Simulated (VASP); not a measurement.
Here is a VASP 6.6.1 calculation.

The input INCAR:

```
SYSTEM = W
PREC = Accurate
ENCUT = 520
EDIFF = 1E-6
ISMEAR = -1
SIGMA = 0.1
LREAL = .FALSE.
LASPH = .TRUE.
NELM = 100
ALGO = Normal
ISIF = 2
LWAVE = .FALSE.
LCHARG = .FALSE.
NBANDS = 21
```

Contents of KPOINTS:

```
Automatic mesh
0
G
  22 22 11
  0 0 0
```

The input POSCAR:

```
W
1.0
    2.7368407205      0.0000000000      0.0000000000
   -1.3684203603      2.3701735900      0.0000000000
    0.0000000000      0.0000000000      4.8570644314
W
2
Direct
    0.3333333333      0.6666666667      0.2500000000
    0.6666666667      0.3333333333      0.7500000000
```

Potentials or basis: VASP PAW LDA potentials, release 64 (W_sv).

Launch:

```bash
$ cat potpaw_LDA.64/W_sv/POTCAR > POTCAR
$ mpirun -np 1 vasp_std > vasp.out
```

Task: What does it give for the pressure?

Result: 1.7 GPa.

Task: What does it give for the band gap on the k mesh?

Result: Zero (band 14 reaches 12.41 eV, above the bottom of band 15 at 10.55 eV).

Stress tensor (GPa, compression positive):
```
1.96 0.00 0.00
0.00 1.96 0.00
0.00 0.00 1.12
```

Caveat: spin-orbit coupling is left out, which moves the levels of the heavy elements.
